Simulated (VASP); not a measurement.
Write the native input for VASP 6.6.1 that does the following.

| Quantity | Value |
| --- | --- |
| Task | single point |
| Functional | PBEsol |
| Potentials or basis | VASP PAW PBE potentials, release 64 (Ni, Ge_d) |
| Cutoff | 520 eV |
| k mesh | 7 × 7 × 7 |
| Occupations | fermi-dirac, width 0.1 eV |
| Spin | collinear spin, ferromagnetic start |
| Starting moments | [1.06, 1.06, 1.06, 0.17] μB |
| Fixed moment | 3.2 μB |
| Dipole correction | no |
| Further INCAR settings | ALGO = Normal; EDIFF = 1e-06; NBANDS = 34 |

The structure of Ni3Ge lies in POSCAR:

```
Ni3Ge
1.0
    3.5303341100      0.0000000000      0.0000000000
    0.0000000000      3.5303341100      0.0000000000
    0.0000000000      0.0000000000      3.5303341100
Ni Ge
3 1
Direct
    0.5000000000      0.0000000000      0.5000000000
    0.0000000000      0.5000000000      0.5000000000
    0.5000000000      0.5000000000      0.0000000000
    0.0000000000      0.0000000000      0.0000000000
```

These files were run (other wordings do the same):

INCAR

```
SYSTEM = Ni3Ge
PREC     = Accurate       ! precision mode
ENCUT    = 520            ! plane-wave cutoff, eV
EDIFF    = 1E-6           ! SCF threshold, eV
ISMEAR   = -1             ! smearing method
SIGMA    = 0.1            ! smearing width, eV
LREAL    = .False.        ! projectors in reciprocal space
LASPH    = .True.         ! aspherical terms in the spheres
NELM     = 150            ! most SCF steps
ALGO     = Normal         ! electronic algorithm
ISIF     = 2              ! what is computed and relaxed
LWAVE    = .False.        ! write WAVECAR
LCHARG   = .True.         ! write CHGCAR
ISPIN    = 2              ! spin polarisation
MAGMOM   = 1.06 1.06 1.06 0.17 ! initial moments
LORBIT   = 11             ! projections on sites
NUPDOWN  = 3.2            ! fixed moment
LMAXMIX  = 4              ! l up to which the mixer works
GGA      = PS             ! functional
LELF     = .True.         ! ELF
LVHAR    = .True.       
NBANDS   = 34             ! bands
```

KPOINTS

```
Automatic mesh
0
Gamma
  7 7 7
  0 0 0
```

Potentials or basis: VASP PAW PBE potentials, release 64 (Ni, Ge_d).

The run is started by

```sh
$ cat potpaw_PBE.64/Ni/POTCAR potpaw_PBE.64/Ge_d/POTCAR > POTCAR
$ mpirun -np 1 vasp_std > vasp.out
```

Results of the run:

```yaml
Pressure: 9.1 GPa
Net_moment: 3.20 μB per cell
Site_moments: Ni +0.96; Ge +0.20 μB
Valence_electrons_inside_the_program's_atomic_spheres: Ni 9.41; Ge 12.54
```

Caveat: the PAW data sets were made with another functional, which shifts forces and pressure a little; the total moment is fixed, so each spin has its own Fermi level.

It took 30 s on 1 thread of Intel(R) Xeon(R) Platinum 8559C (Emerald Rapids), with other jobs on the host, peak memory 0.19 GiB.
